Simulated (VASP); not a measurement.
**C: vibrations by perturbation theory with LDA**

C:

```
CELL_PARAMETERS angstrom
2.44594 0.00000 0.00000
-1.22297 2.11825 0.00000
0.00000 0.00000 6.77437
ATOMIC_POSITIONS crystal
C 0.00000 0.00000 0.25000
C 0.00000 0.00000 0.75000
C 0.33333 0.66667 0.25000
C 0.66667 0.33333 0.75000
```

This cell differs from its parent crystal: phonons at volume x 1.02.

```json
{
  "Program": "VASP 6.6.1",
  "Task": "vibrations by perturbation theory",
  "Functional": "LDA",
  "Potentials or basis": "VASP PAW LDA potentials, release 64 (C)",
  "Cutoff": "520 eV",
  "k mesh": "21 × 21 × 6",
  "Occupations": "fermi-dirac, width 0.15 eV",
  "Spin": "no spin polarisation",
  "Dipole correction": "no",
  "Further INCAR settings": "ALGO = Normal; EDIFF = 1e-08; NBANDS = 16; IBRION = 8; NSW = 1"
}
```

The highest phonon frequency at Γ is 1600 cm⁻¹.

Phonon frequencies in cm⁻¹ (negative: imaginary):
```
              q point                                 frequencies
(0.000, 0.000, 0.000)  0 0 0 31 31 95 884 888 1596 1596 1600 1600
```

Wall time 13 min on 1 thread of AMD EPYC 9R45 96-Core Processor (Zen 5), on a shared host, peak memory 0.84 GiB.

Caveat: the cell differs from its parent crystal (phonons at volume x 1.02).
